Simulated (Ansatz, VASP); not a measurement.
One calculation of Li4Mg5Cl14, two programs

```
Mg Cl Li
1.0
     6.97204   -0.42937   -0.50001
    -0.41726    9.47994    1.31551
    -0.48620    1.27447    9.44013
Mg Cl Li
5 14 4
Direct
  0.30806 0.53076 0.64523
  0.13151 0.28693 0.47387
  0.84083 0.79540 0.68003
  0.78459 0.89559 0.98434
  0.41297 0.47528 0.17913
  0.42224 0.27178 0.64869
  0.67120 0.09469 0.05380
  0.19586 0.24776 0.24087
  0.11613 0.00760 0.94638
  0.38418 0.44362 0.92232
  0.17161 0.75611 0.65092
  0.70041 0.36695 0.30530
  0.98501 0.36801 0.65313
  0.22500 0.54427 0.36070
  0.91890 0.05855 0.49220
  0.62075 0.64720 0.56835
  0.61975 0.94752 0.74135
  0.91207 0.67942 0.94501
  0.49915 0.73550 0.09341
  0.70871 0.21224 0.57471
  0.84340 0.19089 0.22854
  0.37511 0.19264 0.92116
  0.24001 0.80167 0.90361
```

Alike in both runs: task single point; functional PBE; k mesh 3 × 2 × 2; occupations gaussian, width 0.02 eV; no spin polarisation.

|  | VASP | Ansatz |
| --- | --- | --- |
| version | VASP 6.6.1 | Ansatz 0.2.0 |
| potentials or method | VASP PAW PBE potentials, release 64 (Mg, Cl, Li_sv), cutoff 520 eV | scalar-relativistic, plane waves, PAW |
| valence electrons in the cell | 120 | 160 |

|  | VASP | Ansatz | Ansatz less VASP |
| --- | --- | --- | --- |
| gap on the k mesh at the Fermi level (eV) | 4.83 | 4.83 | +0.004 |
| least direct gap on the mesh (eV) | 4.84 | 4.84 | +0.005 |
| rms of the force components (eV/Å) | 0.013 | 0.008 | -0.0043 |

Atom by atom the forces differ by 0.008 eV/Å (rms over components). VASP's potentials hold 120 valence electrons a cell and Ansatz's 160, so a difference there can come from the potentials and not from the codes.

Noted on VASP's run: the cutoff is under 1.25 times that of the potentials, so the pressure is a little rough.
